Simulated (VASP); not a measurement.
# TiO (P6_3/mmc) in VASP: a series of runs

The runs below take TiO through relaxation of shape and atoms at fixed volume, relaxation of cell and atoms, with PBEsol.

Program: VASP 6.6.1. These are calculated values, not measurements. Logs are shortened: lines on timing, memory, paths and dates and some standing lists are left out, and cuts for length are marked.

**1. The cell of the first run**

It takes space group P6_3/mmc (No. 194, hexagonal). The conventional cell has a = 2.790 Å, b = 2.790 Å, c = 5.401 Å, α = 90.00°, β = 90.00°, γ = 120.00°. Ti (site symmetry -6m2) has 6 O at 2.10 Å and 6 Ti at 2.79 Å within 2.8 Å. O (site symmetry -3m) has 6 Ti at 2.10 Å and 8 O at 2.70 to 2.79 Å within 2.8 Å.

**2. Relaxation of shape and atoms at fixed volume, PBEsol (9.10 Å³/atom)**

Input file INCAR:

```
PREC = Accurate
ENCUT = 600
EDIFF = 1E-6
ISMEAR = 0
SIGMA = 0.1
LREAL = F
LASPH = T
NELM = 80
ALGO = Normal
ISIF = 4
LWAVE = F
LCHARG = F
GGA = PS
IBRION = 2
NSW = 50
EDIFFG = -0.01
```

Input file KPOINTS:

```
regular mesh
0
Gamma
  18 18 8
```

Input file POSCAR:

```
TiO
1.0
    2.7902946155      0.0000000000      0.0000000000
   -1.3951473078      2.4164660211      0.0000000000
    0.0000000000      0.0000000000      5.4011572887
Ti O
2 2
Direct
    0.3333333333      0.6666666667      0.2500000000
    0.6666666667      0.3333333333      0.7500000000
    0.0000000000      0.0000000000      0.0000000000
    0.0000000000      0.0000000000      0.5000000000
```

Potentials or basis: VASP PAW PBE potentials, release 64 (Ti_sv, O).

Run with:

```bash
$ cat potpaw_PBE.64/Ti_sv/POTCAR potpaw_PBE.64/O/POTCAR > POTCAR
$ mpirun -np 1 vasp_std > vasp.out
```

OUTCAR:

```text
PREC = Accurate
   ENCUT = 600
   EDIFF = 1E-6
   ISMEAR = 0
   LREAL = F
   LASPH = T
   NELM = 80
   ISIF = 4
   GGA = PS
   IBRION = 2
   NSW = 50
   EDIFFG = -0.01

 ion  position               nearest neighbor table
   1  0.333  0.667  0.250-   3 2.10   4 2.10   3 2.10   4 2.10   3 2.10   4 2.10
   2  0.667  0.333  0.750-   3 2.10   4 2.10   3 2.10   4 2.10   3 2.10   4 2.10
   3  0.000  0.000  0.000-   1 2.10   2 2.10   2 2.10   1 2.10   2 2.10   1 2.10
   4  0.000  0.000  0.500-   1 2.10   2 2.10   2 2.10   1 2.10   2 2.10   1 2.10

  LATTYP: Found a hexagonal cell.
 ALAT       =     2.7902946155
 C/A-ratio  =     1.9356942664

  Lattice vectors:

 A1 = (   2.7902946155,   0.0000000000,   0.0000000000)
 A2 = (  -1.3951473078,   2.4164660211,   0.0000000000)
 A3 = (   0.0000000000,   0.0000000000,   5.4011572887)

Analysis of symmetry for initial positions (statically):
=====================================================================
 Subroutine PRICEL returns:
 Original cell was already a primitive cell.

 Routine SETGRP: Setting up the symmetry group for a
 hexagonal supercell.

 Subroutine GETGRP returns: Found 24 space group operations
 (whereof 12 operations were pure point group operations)
 out of a pool of 24 trial point group operations.

The static configuration has the point symmetry D_3d.
 The point group associated with its full space group is D_6h.

Analysis of symmetry for dynamics (positions and initial velocities):
=====================================================================
 Subroutine PRICEL returns:
 Original cell was already a primitive cell.

 Routine SETGRP: Setting up the symmetry group for a
 hexagonal supercell.

 Subroutine GETGRP returns: Found 24 space group operations
 (whereof 12 operations were pure point group operations)
 out of a pool of 24 trial point group operations.

The dynamic configuration has the point symmetry D_3d.
 The point group associated with its full space group is D_6h.

 Subroutine INISYM returns: Found 24 space group operations
 (whereof 12 operations are pure point group operations),
 and found     1 'primitive' translations

----------------------------------------------------------------------------------------

                                     Primitive cell

  volume of cell :      36.4181

  direct lattice vectors                    reciprocal lattice vectors
     2.790294616  0.000000000  0.000000000     0.358385095  0.206913731  0.000000000
    -1.395147308  2.416466021  0.000000000     0.000000000  0.413827462  0.000000000
     0.000000000  0.000000000  5.401157289     0.000000000  0.000000000  0.185145506

  length of vectors
     2.790294616  2.790294616  5.401157289     0.413827462  0.413827462  0.185145506

  position of ions in fractional coordinates (direct lattice)
     0.333333333  0.666666667  0.250000000
     0.666666667  0.333333333  0.750000000
     0.000000000  0.000000000  0.000000000
     0.000000000  0.000000000  0.500000000

  ion indices of the primitive-cell ions
   primitive index   ion index
                 1           1
                 2           2
                 3           3
                 4           4

----------------------------------------------------------------------------------------

 KPOINTS: regular mesh

Automatic generation of k-mesh.
 Grid dimensions read from file:
 generate k-points for:   18   18    8

 Generating k-lattice:

[... 58 lines left out ...]
   LASPH  =      T    aspherical Exc in radial PAW
   ENCUT  =  600.0 eV  44.10 Ry    6.64 a.u.   5.57  5.57 10.79*2*pi/ulx,y,z
   NELM   =     80;   NELMIN=  2; NELMDL= -5     # of ELM steps
   EDIFF  = 0.1E-05   stopping-criterion for ELM
   LREAL  =      F    real-space projection
   EDIFFG = -.1E-01   stopping-criterion for IOM
   NSW    =     50    number of steps for IOM
   IBRION =      2    ionic relax: 0-MD 1-quasi-New 2-CG
   NFREE  =      1    steps in history (QN), initial steepest desc. (CG)
   ISIF   =      4    stress and relaxation
   ISYM   =      2    0-nonsym 1-usesym 2-fastsym
   POTIM  = 0.5000    time-step for ionic-motion
   TEBEG  =    0.0;   TEEND  =   0.0 temperature during run
   PSTRESS=    0.0 pullay stress
   NELECT =      36.0000    total number of electrons
   NUPDOWN=      -1.0000    fix difference up-down
   EMIN   =  10.00;   EMAX   =-10.00  energy-range for DOS
   EFERMI =   0.00;   METHOD = LEGACY
   ISMEAR =     0;   SIGMA  =   0.10  broadening in eV -4-tet -1-fermi 0-gaus
   EFERMI_NEDOS =   21; number of points for ismear=-14 and -15
   IALGO  =     38    algorithm
   IMIX   =      4    mixing-type and parameters
     AMIX     =   0.40;   BMIX     =  1.00
     AMIX_MAG =   1.60;   BMIX_MAG =  1.00
  volume/ion in A,a.u.               =       9.10        61.44
  Fermi-wavevector in a.u.,A,eV,Ry     =   1.630809  3.081782 36.185218  2.659538
  Thomas-Fermi vector in A             =   2.723049
   LORBIT       =      0    0 simple, 1 ext, 2 COOP (PROOUT), +10 PAW based schemes
   GGA     = PS    functional components
   LHFCALC =     F    Hartree Fock is set to
   AEXX    =    0.0000 exact exchange contribution
   IVDW    =     0    specifies the selected vdW correction
   LEPSILON=     F    determine dielectric tensor
   LRPA    =     F    only Hartree local field effects (RPA)
 conjugate gradient relaxation of ions
 non-spin polarized calculation
 Gauss-broadening in eV      SIGMA  =   0.10
  energy-cutoff  :      600.00
  volume of cell :       36.42
 maximum number of plane-waves:      1257
 NGX is ok and might be reduce to    24
   NGX = 11   NGY = 11   NGZ = 21

--------------------------------------- Ionic step        1  -------------------------------------------

 number of electron      35.9999998 magnetization

 Free energy of the ion-electron system (eV)
  ---------------------------------------------------
  ext. energy  EPLUGINS =         0.00000000
  ---------------------------------------------------
  free energy    TOTEN  =       -37.37056998 eV

  energy without entropy =      -37.36643086  energy(sigma->0) =      -37.36850042

------------------------ aborting loop because EDIFF is reached ----------------------------------------

  FORCE on cell =-STRESS in cart. coord.  units (eV):
  Direction    XX          YY          ZZ          XY          YZ          ZX
  --------------------------------------------------------------------------------------
  -------------------------------------------------------------------------------------
  Total        1.9978711      1.9978711      2.0912365     -0.0000000      0.0000000      0.0000000
  in kB       87.8942507     87.8942507     92.0017632     -0.0000000      0.0000000      0.0000000
  external PRESSURE =      89.2634215 kB  Pullay stress =       0.0000000 kB

 VOLUME and BASIS-vectors are now :
 -----------------------------------------------------------------------------
  energy-cutoff  :      600.00
  volume of cell :       36.42
      direct lattice vectors                 reciprocal lattice vectors
     2.790294616  0.000000000  0.000000000     0.358385095  0.206913731  0.000000000
    -1.395147308  2.416466021  0.000000000     0.000000000  0.413827462  0.000000000
     0.000000000  0.000000000  5.401157289     0.000000000  0.000000000  0.185145506

 POSITION                                       TOTAL-FORCE (eV/Angst)
 -----------------------------------------------------------------------------------
     -0.00000      1.61098      1.35029         0.000000      0.000000      0.000000
      1.39515      0.80549      4.05087         0.000000     -0.000000      0.000000
      0.00000      0.00000      0.00000        -0.000000      0.000000      0.000000
      0.00000      0.00000      2.70058        -0.000000      0.000000      0.000000
 -----------------------------------------------------------------------------------
    total drift:                               -0.000000      0.000000     -0.000000

  FREE ENERGIE OF THE ION-ELECTRON SYSTEM (eV)
  ---------------------------------------------------
  free  energy   TOTEN  =       -37.3705699817 eV

  energy  without entropy=      -37.3664308645  energy(sigma->0) =      -37.36850042

--------------------------------------- Ionic step        2  -------------------------------------------

 number of electron      35.9999998 magnetization

 Free energy of the ion-electron system (eV)
  ---------------------------------------------------
  ext. energy  EPLUGINS =         0.00000000
  ---------------------------------------------------
  free energy    TOTEN  =       -37.37060910 eV

  energy without entropy =      -37.36649579  energy(sigma->0) =      -37.36855245

 E-fermi :  12.3071     XC(G=0): -13.4536

 val. band max:       12.3049501830   @ k =   0.3889   0.1667   0.0000
 cond. band min:      12.3217430920   @ k =   0.4444   0.0556   0.0000
 fundamental gap:      0.0167929091
 Fermi energy:        12.3071026382

 k-point     1 :       0.0000    0.0000    0.0000
  band No.  band energies     occupation
      1     -45.2920      2.00000
      2     -45.2257      2.00000
      3     -22.3099      2.00000
      4     -21.6362      2.00000
      5     -21.1801      2.00000
      6     -21.1801      2.00000
[... 589 lines left out ...]
     21      14.1588      0.00000
     22      14.4993      0.00000

 [... further k-points ...]
[... 5 lines left out ...]
  --------------------------------------------------------------------------------------
  -------------------------------------------------------------------------------------
  Total        2.0241043      2.0241043      2.0375827     -0.0000000      0.0000000      0.0000000
  in kB       89.0483513     89.0483513     89.6413208     -0.0000000      0.0000000      0.0000000
  external PRESSURE =      89.2460078 kB  Pullay stress =       0.0000000 kB

 VOLUME and BASIS-vectors are now :
 -----------------------------------------------------------------------------
  energy-cutoff  :      600.00
  volume of cell :       36.42
      direct lattice vectors                 reciprocal lattice vectors
     2.789247673 -0.000000000  0.000000000     0.358519614  0.206991396 -0.000000000
    -1.394623836  2.415559342  0.000000000     0.000000000  0.413982792 -0.000000000
    -0.000000000  0.000000000  5.405212693    -0.000000000 -0.000000000  0.185006596

 POSITION                                       TOTAL-FORCE (eV/Angst)
 -----------------------------------------------------------------------------------
     -0.00000      1.61037      1.35130        -0.000000      0.000000      0.000000
      1.39462      0.80519      4.05391         0.000000     -0.000000      0.000000
      2.78925     -0.00000      0.00000        -0.000000      0.000000      0.000000
      2.78925     -0.00000      2.70261        -0.000000      0.000000      0.000000
 -----------------------------------------------------------------------------------
    total drift:                               -0.000000      0.000000     -0.000000

  FREE ENERGIE OF THE ION-ELECTRON SYSTEM (eV)
  ---------------------------------------------------
  free  energy   TOTEN  =       -37.3706091021 eV

  energy  without entropy=      -37.3664957939  energy(sigma->0) =      -37.36855245

 reached required accuracy - stopping structural energy minimisation
```

It took 6.7 min on 1 thread of Intel Xeon 8259CL, shared host; peak memory 0.3 GiB.

What came out:

| Item | Value |
| --- | --- |
| Free energy | -37.3706 eV |
| Energy gained by relaxing | 0.0 meV/atom |
| Ionic steps | 2 |
| Pressure after relaxing | 8.9 GPa |
| Band gap on the k mesh | zero (bands 18 and 19 overlap by 0.33 eV) |

Final structure:
```
Ti O
1.0
     2.78925    0.00000    0.00000
    -1.39462    2.41556    0.00000
     0.00000    0.00000    5.40521
Ti O
2 2
Direct
  0.33333 0.66667 0.25000
  0.66667 0.33333 0.75000
  0.00000 0.00000 0.00000
  0.00000 0.00000 0.50000
```

Levels at points of the mesh, in eV from the Fermi level:
```
           k point  band 14  band 15  band 16  band 17  band 18  band 19  band 20  band 21  band 22
(0.00, 0.00, 0.00)    -5.79    -5.79    -5.56    -2.22    -0.31    -0.31     0.07     0.77     0.77
(0.50, 0.00, 0.00)    -7.27    -6.17    -5.89    -3.10     0.02     0.76     1.52     2.23     2.51
(0.00, 0.00, 0.50)    -6.10    -6.10    -6.10    -0.63    -0.63     0.65     0.65     0.65     0.65
(0.50, 0.00, 0.50)    -7.82    -6.64    -6.64    -1.50    -1.50     2.06     2.06     2.30     2.30
```

Caveat: the PAW data sets were made with another functional, which shifts forces and pressure a little; semilocal functionals often make such compounds metallic where correlation or magnetic order opens a gap, which also shifts bond lengths.

**3. Relaxation of cell and atoms, PBEsol**

This run uses another cell than the first one, of 9.39 Å³/atom.

Input file INCAR:

```
PREC = Accurate
ENCUT = 600
EDIFF = 1E-6
ISMEAR = 0
SIGMA = 0.1
LREAL = False
LASPH = True
NELM = 80
ALGO = Normal
ISIF = 3
LWAVE = False
LCHARG = False
GGA = PS
IBRION = 2
NSW = 100
EDIFFG = -0.005
```

KPOINTS is that of step 2.

Input file POSCAR:

```
TiO
1.0
    2.8197155338      0.0000000000      0.0000000000
   -1.4098577669      2.4419452837      0.0000000000
    0.0000000000      0.0000000000      5.4576096252
Ti O
2 2
Direct
    0.3333333333      0.6666666667      0.2500000000
    0.6666666667      0.3333333333      0.7500000000
    0.0000000000      0.0000000000      0.0000000000
    0.0000000000      0.0000000000      0.5000000000
```

Potentials or basis: VASP PAW PBE potentials, release 64 (Ti_sv, O).

Run with:

```bash
$ cat potpaw_PBE.64/Ti_sv/POTCAR potpaw_PBE.64/O/POTCAR > POTCAR
$ mpirun -np 1 vasp_std > vasp.out
```

Wall time 9 min (1 thread of Intel Xeon 8259CL, shared host); peak memory 0.3 GiB.

Results (log left out):

```yaml
Free_energy: -37.4066 eV
Relaxed_volume: 9.41 Å³/atom
Relaxed_cell: a = 2.821 Å, b = 2.821 Å, c = 5.461 Å, α = 90.00°, β = 90.00°, γ = 120.00°
Space_group_after_relaxing_to_0.1_Å: P6_3/mmc (No. 194)
Energy_gained_by_relaxing: 0.0 meV/atom
Ionic_steps: 3
Pressure_after_relaxing: 0.0 GPa
Band_gap_on_the_k_mesh: zero (bands 18 and 19 overlap by 0.30 eV)
```

Stress tensor (GPa, compression positive):
```
-0.06  0.00  0.00
 0.00 -0.06  0.00
 0.00  0.00  0.03
```

Final structure:
```cif
data_structure
_symmetry_space_group_name_H-M 'P 1'
_symmetry_Int_Tables_number 1
_cell_length_a 2.8209
_cell_length_b 2.8209
_cell_length_c 5.4614
_cell_angle_alpha 90.000
_cell_angle_beta 90.000
_cell_angle_gamma 120.000
_cell_volume 37.64
loop_
_atom_site_label
_atom_site_type_symbol
_atom_site_fract_x
_atom_site_fract_y
_atom_site_fract_z
_atom_site_occupancy
Ti1 Ti 0.33333 0.66667 0.25000 1
Ti2 Ti 0.66667 0.33333 0.75000 1
O1 O 0.00000 0.00000 0.00000 1
O2 O 0.00000 0.00000 0.50000 1
```

Levels at points of the mesh, in eV from the Fermi level:
| k point | band 14 | band 15 | band 16 | band 17 | band 18 | band 19 | band 20 | band 21 | band 22 |
| --- | --- | --- | --- | --- | --- | --- | --- | --- | --- |
| (0.00, 0.00, 0.00) | -5.64 | -5.64 | -5.45 | -2.13 | -0.28 | -0.28 | 0.06 | 0.74 | 0.74 |
| (0.50, 0.00, 0.00) | -7.06 | -6.03 | -5.77 | -2.97 | 0.01 | 0.70 | 1.46 | 2.12 | 2.38 |
| (0.00, 0.00, 0.50) | -5.94 | -5.94 | -5.94 | -0.61 | -0.61 | 0.63 | 0.63 | 0.63 | 0.63 |
| (0.50, 0.00, 0.50) | -7.61 | -6.47 | -6.47 | -1.45 | -1.45 | 1.93 | 1.93 | 2.20 | 2.20 |

Caveat: the PAW data sets were made with another functional, which shifts forces and pressure a little; semilocal functionals often make such compounds metallic where correlation or magnetic order opens a gap, which also shifts bond lengths.

**4. Relaxation of shape and atoms at fixed volume, PBEsol (9.67 Å³/atom)**

This run uses another cell than the first one, of 9.67 Å³/atom.

Input file INCAR:

```
SYSTEM = TiO
PREC = Accurate ; ENCUT = 600
EDIFF = 1E-6 ; ISMEAR = 0
SIGMA = 0.1 ; LREAL = .False.
LASPH = .True. ; NELM = 80
ALGO = Normal ; ISIF = 4
LWAVE = .False. ; LCHARG = .False.
GGA = PS ; IBRION = 2
NSW = 50 ; EDIFFG = -0.01
```

Input file KPOINTS:

```
Automatic mesh
0
Gamma
  18 18 8
  0 0 0
```

Input file POSCAR:

```
TiO
1.0
    2.8466793951      0.0000000000      0.0000000000
   -1.4233396975      2.4652966726      0.0000000000
    0.0000000000      0.0000000000      5.5103009832
Ti O
2 2
Direct
    0.3333333333      0.6666666667      0.2500000000
    0.6666666667      0.3333333333      0.7500000000
    0.0000000000      0.0000000000      0.0000000000
    0.0000000000      0.0000000000      0.5000000000
```

Run with:

```bash
$ cat potpaw_PBE.64/Ti_sv/POTCAR potpaw_PBE.64/O/POTCAR > POTCAR
$ mpirun -np 1 vasp_std > vasp.out
```

Run time: 4.4 min. Hardware: 1 thread of Intel Xeon 8259CL, shared host; peak memory 0.3 GiB.

It converged, with:

```yaml
Free_energy: -37.3881 eV
Pressure_after_relaxing: -6.5 GPa
Band_gap_on_the_k_mesh: zero (bands 18 and 19 overlap by 0.27 eV)
```

Final structure:
```
Ti O
1.0
     2.84668    0.00000    0.00000
    -1.42334    2.46530    0.00000
     0.00000    0.00000    5.51030
Ti O
2 2
Direct
  0.33333 0.66667 0.25000
  0.66667 0.33333 0.75000
  0.00000 0.00000 0.00000
  0.00000 0.00000 0.50000
```

Levels at points of the mesh, in eV from the Fermi level:
```tsv
k point	band 16	band 17	band 18	band 19	band 20	band 21
(0.00, 0.00, 0.00)	-5.35	-2.07	-0.26	-0.26	0.05	0.73
(0.50, 0.00, 0.00)	-5.66	-2.86	0.00	0.66	1.42	2.03
(0.00, 0.00, 0.50)	-5.80	-0.59	-0.59	0.61	0.61	0.61
(0.50, 0.00, 0.50)	-6.32	-1.40	-1.40	1.83	1.83	2.12
```

Caveat: the relaxation stopped at its first step, so nothing moved; the PAW data sets were made with another functional, which shifts forces and pressure a little; semilocal functionals often make such compounds metallic where correlation or magnetic order opens a gap, which also shifts bond lengths.

**5. Summary**

```csv
task,cell,gap on the mesh (eV),pressure (GPa)
relaxation of shape and atoms at fixed volume,"relaxed from a = 2.790, b = 2.790, c = 5.401 Å, angles 90.0, 90.0, 120.0°, 4 atoms",none,8.9
relaxation of cell and atoms,"relaxed from a = 2.820, b = 2.820, c = 5.458 Å, angles 90.0, 90.0, 120.0°, 4 atoms",none,0.0
relaxation of shape and atoms at fixed volume,"relaxed from a = 2.847, b = 2.847, c = 5.510 Å, angles 90.0, 90.0, 120.0°, 4 atoms",none,-6.5
```

Alike in all rows: level PBEsol; potentials or basis VASP PAW PBE potentials, release 64 (Ti_sv, O); no spin polarisation; k mesh 18 × 18 × 8; cutoff (eV) 600; smearing gaussian 0.1 eV.

Caveats: the PAW data sets were made with another functional, which shifts forces and pressure a little; semilocal functionals often make such compounds metallic where correlation or magnetic order opens a gap, which also shifts bond lengths; the relaxation stopped at its first step, so nothing moved (at least some runs).

Total energies depend on the potentials used, so only differences within one code and one set of settings carry meaning.
